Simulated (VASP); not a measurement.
SrO: single point with PBEsol

Crystal: SrO.

```
CELL_PARAMETERS angstrom
0.00000 2.75074 2.75074
2.75074 0.00000 2.75074
2.75074 2.75074 0.00000
ATOMIC_POSITIONS crystal
Sr 0.00000 0.00000 0.00000
O 0.25000 0.25000 0.25000
```

This cell differs from its parent crystal: volume scaled by 0.980.

- Program: VASP 6.6.1
- Task: single point
- Functional: PBEsol
- Potentials or basis: VASP PAW PBE potentials, release 64 (Sr_sv, O)
- Cutoff: 520 eV
- k mesh: 10 × 10 × 10
- Occupations: gaussian, width 0.05 eV
- Spin: no spin polarisation
- Dipole correction: no
- Further INCAR settings: ALGO = Normal; EDIFF = 1e-07; NBANDS = 15

```
Pressure               : 2.0 GPa
Band gap on the k mesh : 2.51 eV, indirect (least direct gap 3.47 eV)
```

Levels at points of the mesh, in eV from the valence-band top:
| k point | band 5 | band 6 | band 7 | band 8 | band 9 | band 10 | band 11 | band 12 |
| --- | --- | --- | --- | --- | --- | --- | --- | --- |
| (0.00, 0.00, 0.00) | -13.83 | -0.96 | -0.96 | -0.96 | 2.51 | 8.21 | 8.21 | 9.63 |
| (0.50, 0.00, 0.00) | -12.79 | -0.74 | -0.61 | -0.61 | 5.32 | 7.23 | 7.74 | 7.74 |
| (0.50, 0.50, 0.00) | -12.42 | -1.56 | -0.01 | -0.01 | 4.57 | 5.77 | 9.92 | 10.23 |

Wall time 56 s on 1 thread of AMD EPYC 7R43 64-Core Processor (Zen 3) (shared host), peak memory 0.15 GiB.

Caveat: the PAW data sets were made with another functional, which shifts forces and pressure a little. A k mesh can miss the band edges.
